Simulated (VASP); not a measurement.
# Si16B (a cell with a defect) in VASP: relaxation of the atoms with PBE+D3(BJ)

Aim: the relaxation of the atoms of Si16B (a cell with a defect) with PBE+D3(BJ).

Everything below comes from runs of VASP 6.6.1. Logs are shortened: lines on timing, memory, paths and dates and some standing lists are left out, and cuts for length are marked.

### Step 1. The cell of the first run

The cell holds a defect, 17 atoms: a = 7.679 Å, b = 7.679 Å, c = 7.679 Å, α = 60.00°, β = 60.00°, γ = 60.00°.

### Step 2. Relaxation of the atoms, PBE+D3(BJ), collinear spin

File INCAR:

```
ALGO = Normal
EDIFF = 1E-6
EDIFFG = -0.08
ENCUT = 520
GGA = PE
IBRION = 2
ISIF = 2
ISMEAR = -1
ISPIN = 2
IVDW = 12
KPAR = 2
LASPH = True
LCHARG = False
LORBIT = 11
LREAL = Auto
LWAVE = False
MAGMOM = 0 0 0 0 0 0 0 0 0 0 0 0 0 0 0 0 1
NELM = 150
NSW = 45
PREC = Accurate
SIGMA = 0.05
```

File KPOINTS:

```
k-points
0
Gamma
  2 2 2
```

File POSCAR:

```
Si16B
1.0
    0.0000000000      5.4300000000      5.4300000000
    5.4300000000      0.0000000000      5.4300000000
    5.4300000000      5.4300000000      0.0000000000
Si B
16 1
Direct
    0.0000000000      0.0000000000      0.0000000000
    0.1250000000      0.1250000000      0.1250000000
    0.0000000000      0.0000000000      0.5000000000
    0.1250000000      0.1250000000      0.6250000000
    0.0000000000      0.5000000000      0.0000000000
    0.1250000000      0.6250000000      0.1250000000
    0.0000000000      0.5000000000      0.5000000000
    0.1250000000      0.6250000000      0.6250000000
    0.5000000000      0.0000000000      0.0000000000
    0.6250000000      0.1250000000      0.1250000000
    0.5000000000      0.0000000000      0.5000000000
    0.6250000000      0.1250000000      0.6250000000
    0.5000000000      0.5000000000      0.0000000000
    0.6250000000      0.6250000000      0.1250000000
    0.5000000000      0.5000000000      0.5000000000
    0.6250000000      0.6250000000      0.6250000000
    0.8152241000      0.3210276000      0.8117742000
```

Potentials or basis: VASP PAW PBE potentials, release 64 (Si, B).

Started as:

```bash
cat potpaw_PBE.64/Si/POTCAR potpaw_PBE.64/B/POTCAR > POTCAR
mpirun -np 4 vasp_std > vasp.out
```

OUTCAR:

```text
EDIFF = 1E-6
   EDIFFG = -0.08
   ENCUT = 520
   GGA = PE
   IBRION = 2
   ISIF = 2
   ISMEAR = -1
   ISPIN = 2
   IVDW = 12
   LASPH = True
   LORBIT = 11
   LREAL = Auto
   NELM = 150
   NSW = 45
   PREC = Accurate
 IVDW          = 12

 ion  position               nearest neighbor table
   1  0.000  0.000  0.000-  17 2.27   4 2.35   6 2.35  10 2.35   2 2.35
   2  0.125  0.125  0.125-   1 2.35   3 2.35   5 2.35   9 2.35
   3  0.000  0.000  0.500-   2 2.35   4 2.35   8 2.35  12 2.35
   4  0.125  0.125  0.625-  17 2.27   3 2.35   7 2.35  11 2.35   1 2.35
   5  0.000  0.500  0.000-   2 2.35   6 2.35   8 2.35  14 2.35
   6  0.125  0.625  0.125-   1 2.35   5 2.35   7 2.35  13 2.35
   7  0.000  0.500  0.500-  17 2.21   6 2.35   8 2.35  16 2.35   4 2.35
   8  0.125  0.625  0.625-   3 2.35   5 2.35   7 2.35  15 2.35
   9  0.500  0.000  0.000-   2 2.35  10 2.35  12 2.35  14 2.35
  10  0.625  0.125  0.125-  17 2.29   9 2.35  11 2.35  13 2.35   1 2.35
  11  0.500  0.000  0.500-   4 2.35  10 2.35  12 2.35  16 2.35
  12  0.625  0.125  0.625-   3 2.35   9 2.35  11 2.35  15 2.35
  13  0.500  0.500  0.000-  17 2.24  10 2.35  14 2.35  16 2.35   6 2.35
  14  0.625  0.625  0.125-   5 2.35   9 2.35  13 2.35  15 2.35
  15  0.500  0.500  0.500-   8 2.35  12 2.35  14 2.35  16 2.35
  16  0.625  0.625  0.625-  17 2.23  11 2.35  13 2.35  15 2.35   7 2.35
  17  0.815  0.321  0.812-   7 2.21  16 2.23  13 2.24   4 2.27   1 2.27  10 2.29

  LATTYP: Found a face centered cubic cell.
 ALAT       =    10.8600000000

  Lattice vectors:

 A1 = (   0.0000000000,   5.4300000000,   5.4300000000)
 A2 = (   5.4300000000,   0.0000000000,   5.4300000000)
 A3 = (   5.4300000000,   5.4300000000,   0.0000000000)

Analysis of symmetry for initial positions (statically):
=====================================================================
 Subroutine PRICEL returns:
 Original cell was already a primitive cell.

 Routine SETGRP: Setting up the symmetry group for a
 face centered cubic supercell.

 Subroutine GETGRP returns: Found  1 space group operations
 (whereof  1 operations were pure point group operations)
 out of a pool of 48 trial point group operations.

The static configuration has the point symmetry C_1 .

Analysis of symmetry for dynamics (positions and initial velocities):
=====================================================================
 Subroutine PRICEL returns:
 Original cell was already a primitive cell.

 Routine SETGRP: Setting up the symmetry group for a
 face centered cubic supercell.

 Subroutine GETGRP returns: Found  1 space group operations
 (whereof  1 operations were pure point group operations)
 out of a pool of 48 trial point group operations.

The dynamic configuration has the point symmetry C_1 .

Analysis of structural, dynamic, and magnetic symmetry:
=====================================================================
 Subroutine PRICEL returns:
 Original cell was already a primitive cell.

 Routine SETGRP: Setting up the symmetry group for a
 face centered cubic supercell.

 Subroutine GETGRP returns: Found  1 space group operations
 (whereof  1 operations were pure point group operations)
 out of a pool of 48 trial point group operations.

The overall configuration has the point symmetry C_1 .

 Subroutine INISYM returns: Found  1 space group operations
 (whereof  1 operations are pure point group operations),
 and found     1 'primitive' translations

----------------------------------------------------------------------------------------

                                     Primitive cell

  volume of cell :     320.2060

  direct lattice vectors                    reciprocal lattice vectors
     0.000000000  5.430000000  5.430000000    -0.092081031  0.092081031  0.092081031
     5.430000000  0.000000000  5.430000000     0.092081031 -0.092081031  0.092081031
     5.430000000  5.430000000  0.000000000     0.092081031  0.092081031 -0.092081031

  length of vectors
     7.679179644  7.679179644  7.679179644     0.159489025  0.159489025  0.159489025

  position of ions in fractional coordinates (direct lattice)
     0.000000000  0.000000000  0.000000000
     0.125000000  0.125000000  0.125000000
     0.000000000  0.000000000  0.500000000
     0.125000000  0.125000000  0.625000000
     0.000000000  0.500000000  0.000000000
     0.125000000  0.625000000  0.125000000
[... 9 lines left out ...]
     0.625000000  0.625000000  0.625000000
     0.815224100  0.321027600  0.811774200

  ion indices of the primitive-cell ions
   primitive index   ion index
                 1           1
                 2           2
                 3           3
                 4           4
                 5           5
                 6           6
[... 9 lines left out ...]
                16          16
                17          17

----------------------------------------------------------------------------------------

 KPOINTS: k-points

Automatic generation of k-mesh.
 Grid dimensions read from file:
 generate k-points for:    2    2    2

 Generating k-lattice:

  Cartesian coordinates                     Fractional coordinates (reciprocal lattice)
    -0.046040516  0.046040516  0.046040516     0.500000000  0.000000000  0.000000000
     0.046040516 -0.046040516  0.046040516     0.000000000  0.500000000  0.000000000
     0.046040516  0.046040516 -0.046040516     0.000000000  0.000000000  0.500000000

  Length of vectors
     0.079744512  0.079744512  0.079744512

  Shift w.r.t. Gamma in fractional coordinates (k-lattice)
     0.000000000  0.000000000  0.000000000

 Subroutine IBZKPT returns following result:
 ===========================================

 Found      8 irreducible k-points:

 Following reciprocal coordinates:
            Coordinates               Weight
  0.000000  0.000000  0.000000      1.000000
  0.500000  0.000000  0.000000      1.000000
  0.000000  0.500000  0.000000      1.000000
  0.000000  0.000000  0.500000      1.000000
  0.500000  0.500000  0.500000      1.000000
  0.500000  0.500000  0.000000      1.000000
  0.000000  0.500000  0.500000      1.000000
  0.500000  0.000000  0.500000      1.000000
   k-points           NKPTS =      8   k-points in BZ     NKDIM =      8   number of bands    NBANDS=     44
   number of dos      NEDOS =    301   number of ions     NIONS =     17
   total plane-waves  NPLWV = 216000
   dimension x,y,z NGX =    60 NGY =   60 NGZ =   60
   dimension x,y,z NGXF=   120 NGYF=  120 NGZF=  120
   ions per type =              16   1
   NGX,Y,Z   is equivalent  to a cutoff of  12.99, 12.99, 12.99 a.u.
   NGXF,Y,Z  is equivalent  to a cutoff of  25.98, 25.98, 25.98 a.u.
 SYSTEM =  unknown system
   PREC   = accura    normal or accurate (medium, high low for compatibility)
   ISTART =      0    job   : 0-new  1-cont  2-samecut
   ICHARG =      2    charge: 1-file 2-atom 10-const
   ISPIN  =      2    spin polarized calculation?
   LNONCOLLINEAR =      F non collinear calculations
   LSORBIT =      F    spin-orbit coupling
   LASPH  =      T    aspherical Exc in radial PAW
   ENCUT  =  520.0 eV  38.22 Ry    6.18 a.u.  14.28 14.28 14.28*2*pi/ulx,y,z
   NELM   =    150;   NELMIN=  2; NELMDL= -5     # of ELM steps
   EDIFF  = 0.1E-05   stopping-criterion for ELM
   LREAL  =      T    real-space projection
   EDIFFG = -.8E-01   stopping-criterion for IOM
   NSW    =     45    number of steps for IOM
   IBRION =      2    ionic relax: 0-MD 1-quasi-New 2-CG
   NFREE  =      1    steps in history (QN), initial steepest desc. (CG)
   ISIF   =      2    stress and relaxation
   ISYM   =      2    0-nonsym 1-usesym 2-fastsym
   POTIM  = 0.5000    time-step for ionic-motion
   TEBEG  =    0.0;   TEEND  =   0.0 temperature during run
   PSTRESS=    0.0 pullay stress
   NELECT =      67.0000    total number of electrons
   NUPDOWN=      -1.0000    fix difference up-down
   EMIN   =  10.00;   EMAX   =-10.00  energy-range for DOS
   EFERMI =   0.00;   METHOD = LEGACY
   ISMEAR =    -1;   SIGMA  =   0.05  broadening in eV -4-tet -1-fermi 0-gaus
   EFERMI_NEDOS =   21; number of points for ismear=-14 and -15
   IALGO  =     38    algorithm
   IMIX   =      4    mixing-type and parameters
     AMIX     =   0.40;   BMIX     =  1.00
     AMIX_MAG =   1.60;   BMIX_MAG =  1.00
  volume/ion in A,a.u.               =      18.84       127.11
  Fermi-wavevector in a.u.,A,eV,Ry     =   0.971904  1.836632 12.852022  0.944597
  Thomas-Fermi vector in A             =   2.102159
   LORBIT       =     11    0 simple, 1 ext, 2 COOP (PROOUT), +10 PAW based schemes
   GGA     = PE    functional components
   LHFCALC =     F    Hartree Fock is set to
   AEXX    =    0.0000 exact exchange contribution
   IVDW    =    12    specifies the selected vdW correction
   LEPSILON=     F    determine dielectric tensor
   LRPA    =     F    only Hartree local field effects (RPA)
 conjugate gradient relaxation of ions
 spin polarized calculation
  energy-cutoff  :      520.00
  volume of cell :      320.21
 maximum number of plane-waves:      8646
 NGX is ok and might be reduce to    60
   NGX = 29   NGY = 29   NGZ = 29

--------------------------------------- Ionic step        1  -------------------------------------------

 number of electron      67.0000003 magnetization       0.0014160

 number of electron      67.0000003 magnetization      -0.0007682

 Free energy of the ion-electron system (eV)
  ---------------------------------------------------
  ext. energy  EPLUGINS =         0.00000000
  ---------------------------------------------------
  free energy    TOTEN  =       -88.60509372 eV

  energy without entropy =      -88.54421695  energy(sigma->0) =      -88.57465533

------------------------ aborting loop because EDIFF is reached ----------------------------------------

 Edisp (eV)   -5.32732

 E8    (eV) :    -2.1952

  FORCE on cell =-STRESS in cart. coord.  units (eV):
  Direction    XX          YY          ZZ          XY          YZ          ZX
  --------------------------------------------------------------------------------------
  -------------------------------------------------------------------------------------
  Total      -0.49686    -0.43144    -0.47650     0.47777     0.46584     0.47820
  in kB      -2.48608    -2.15874    -2.38419     2.39056     2.33089     2.39270
  external pressure =       -2.34 kB  Pullay stress =        0.00 kB
[... 311 lines left out ...]
  energy  without entropy=      -94.0196154624  energy(sigma->0) =      -94.04652078

--------------------------------------- Ionic step        7  -------------------------------------------

 number of electron      67.0000000 magnetization      -0.0000002

 Free energy of the ion-electron system (eV)
  ---------------------------------------------------
  ext. energy  EPLUGINS =         0.00000000
  ---------------------------------------------------
  free energy    TOTEN  =       -88.74703681 eV

  energy without entropy =      -88.69321546  energy(sigma->0) =      -88.72012614

 E-fermi :   6.3235     XC(G=0):  -9.5684

 val. band max:        6.3150958291   @ k =   0.5000   0.0000   0.5000
 cond. band min:       6.3325377472   @ k =   0.0000   0.5000   0.0000
 fundamental gap:      0.0174419182
 Fermi energy:         6.3235368499

 spin component 1

 k-point     1 :       0.0000    0.0000    0.0000
  band No.  band energies     occupation
      1      -6.4002      1.00000
      2      -4.2589      1.00000
      3      -3.9919      1.00000
      4      -3.9910      1.00000
      5      -3.5563      1.00000
      6      -2.5215      1.00000
[... 365 lines left out ...]
     43       9.6401      0.00000
     44       9.9535      0.00000
 Fermi energy:         6.3235368499

 spin component 2

 k-point     1 :       0.0000    0.0000    0.0000
  band No.  band energies     occupation
      1      -6.4002      1.00000
      2      -4.2589      1.00000
      3      -3.9919      1.00000
      4      -3.9910      1.00000
      5      -3.5563      1.00000
      6      -2.5215      1.00000
[... 413 lines left out ...]
  FREE ENERGIE OF THE ION-ELECTRON SYSTEM (eV)
  ---------------------------------------------------
  free  energy   TOTEN  =       -94.0737774712 eV

  energy  without entropy=      -94.0199561186  energy(sigma->0) =      -94.04686679

 reached required accuracy - stopping structural energy minimisation

 total charge

# of ion       s       p       d       tot
------------------------------------------
    1        0.742   0.929   0.000   1.671
    2        0.743   0.962   0.000   1.705
    3        0.742   0.963   0.000   1.706
    4        0.743   0.927   0.000   1.670
    5        0.743   0.961   0.000   1.704
    6        0.762   0.908   0.000   1.670
[... 9 lines left out ...]
   16        0.743   0.927   0.000   1.670
   17        0.723   0.957   0.000   1.680
--------------------------------------------------
tot         12.644  16.039   0.000  28.683

 magnetization (x)

# of ion       s       p       d       tot
------------------------------------------
    1       -0.000  -0.000   0.000  -0.000
    2       -0.000  -0.000   0.000  -0.000
    3        0.000   0.000   0.000   0.000
    4       -0.000  -0.000   0.000  -0.000
    5        0.000   0.000   0.000   0.000
    6       -0.000  -0.000   0.000  -0.000
[... 9 lines left out ...]
   16       -0.000  -0.000   0.000  -0.000
   17       -0.000  -0.000   0.000  -0.000
--------------------------------------------------
tot         -0.000  -0.000   0.000  -0.000
```

Wall time 6.2 min (4 MPI ranks of Intel Xeon Platinum 8559C (Emerald Rapids), shared host); peak memory 0.47 GiB.

What came out:

```yaml
Free_energy: -94.0738 eV
Energy_gained_by_relaxing: 8.3 meV/atom
Ionic_steps: 7
Pressure_after_relaxing: -0.2 GPa
Largest_force_after_relaxing: 0.075 eV/Å
Net_moment: 0.00 μB per cell
Valence_electrons_inside_the_program's_atomic_spheres: Si 1.67, 1.71, 1.70 (each value once); B 1.68
Dispersion_energy_per_atom: -0.313 eV
```

Forces in eV/Å, atoms in the order of the input:
```
Si  -0.007 -0.037 -0.003
Si   0.009 -0.003  0.010
Si   0.016 -0.003  0.000
Si   0.045  0.001  0.010
Si   0.014  0.012  0.015
Si   0.004  0.010  0.001
Si   0.001 -0.004 -0.025
Si   0.005  0.007  0.000
Si  -0.002 -0.003  0.017
Si   0.010  0.003  0.047
Si  -0.015 -0.007 -0.020
Si  -0.010 -0.013 -0.009
Si  -0.031 -0.007  0.001
Si  -0.001  0.008  0.008
Si  -0.001  0.013 -0.002
Si   0.005  0.040  0.008
B   -0.043 -0.016 -0.060
```

The path:
```tsv
step	energy change (eV)	largest force (eV/Å)	pressure (GPa)
1	0.0000	0.6888	-0.23
2	-0.1178	0.2611	-0.18
3	-0.1281	0.2604	-0.13
4	-0.1401	0.0944	-0.13
5	-0.1401	0.0947	-0.13
6	-0.1410	0.0859	-0.15
7	-0.1414	0.0752	-0.16
```

Final structure:
```xyz
17
Lattice="0.0000 5.4300 5.4300 5.4300 0.0000 5.4300 5.4300 5.4300 0.0000" Properties=species:S:1:pos:R:3 pbc="T T T"
Si    0.0356    0.0060    0.0348
Si    1.3673    1.3685    1.3680
Si    8.1356    8.1341   10.8512
Si    4.0672    4.0391    1.3232
Si    8.1238   10.8390    8.1237
Si    4.0480    1.3309    4.0495
Si    5.4652    2.7512    2.7280
Si    6.8003    4.0839    4.0866
Si   10.8513    8.1351    8.1364
Si    1.3239    4.0398    4.0685
Si    2.7381    5.4514    2.7389
Si    4.0908    6.8062    4.0906
Si    2.7249    2.7515    5.4648
Si    4.0853    4.0828    6.7998
Si    5.4186    5.4190    5.4195
Si    6.7529    6.7785    6.7528
B     6.1423    8.8377    6.1536
```

Caveat: the k points lie up to 0.50 Å⁻¹ apart; the relaxation stopped at a loose force limit of 0.08 eV/Å, so its end isn't a converged minimum.
